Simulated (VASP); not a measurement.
Set up this calculation in VASP 6.6.1, as the native input.

- Task: single point
- Functional: r2SCAN
- Potentials or basis: VASP PAW PBE potentials, release 64 (N)
- Cutoff: 520 eV
- k mesh: 14 × 14 × 14
- Occupations: fermi-dirac, width 0.1 eV
- Spin: no spin polarisation
- Dipole correction: no
- Further INCAR settings: ALGO = Normal; EDIFF = 1e-06; NBANDS = 12

The system is N.

```
CELL_PARAMETERS angstrom
0.00000 2.10059 2.10059
2.10059 0.00000 2.10059
2.10059 2.10059 0.00000
ATOMIC_POSITIONS crystal
N 0.00000 0.00000 0.00000
N 0.25000 0.25000 0.25000
```

One way to write it, as run:

POSCAR

```
N
1.0
    0.0000000000      2.1005923879      2.1005923879
    2.1005923879      0.0000000000      2.1005923879
    2.1005923879      2.1005923879      0.0000000000
N
2
Direct
    0.0000000000      0.0000000000      0.0000000000
    0.2500000000      0.2500000000      0.2500000000
```

INCAR.step1

```
  PREC = Accurate
  ENCUT = 520
  ISMEAR = -1
  SIGMA = 0.1
  LREAL = False
  LASPH = True
  NELM = 60
  NBANDS = 12
  GGA = PE
  ALGO = Normal
  EDIFF = 1E-4
  LWAVE = True
  LCHARG = False
```

INCAR.step2

```
  PREC = Accurate
  ENCUT = 520
  EDIFF = 1E-6
  ISMEAR = -1
  SIGMA = 0.1
  LREAL = False
  LASPH = True
  NELM = 60
  ALGO = Normal
  ISIF = 2
  LWAVE = False
  LCHARG = False
  METAGGA = R2SCAN
  LMIXTAU = True
  NBANDS = 12
  ISTART = 1
```

KPOINTS

```
regular mesh
0
Gamma
  14 14 14
```

Potentials or basis: VASP PAW PBE potentials, release 64 (N).

Run with:

```sh
$ cat potpaw_PBE.64/N/POTCAR > POTCAR
$ cp INCAR.step1 INCAR
$ mpirun -np 1 vasp_std > vasp.out
$ cp INCAR.step2 INCAR
$ mpirun -np 1 vasp_std > vasp.out
```

It gave:

- Pressure: -5.2 GPa
- Band gap on the k mesh: zero (bands 5 and 6 overlap by 1.68 eV)

Caveat: the cell stands under tension; the PAW data sets were made with another functional, which shifts forces and pressure a little.

Run time: 77 s on 1 thread of Intel(R) Xeon(R) Platinum 8488C (Sapphire Rapids), on a shared host, peak memory 0.14 GiB.
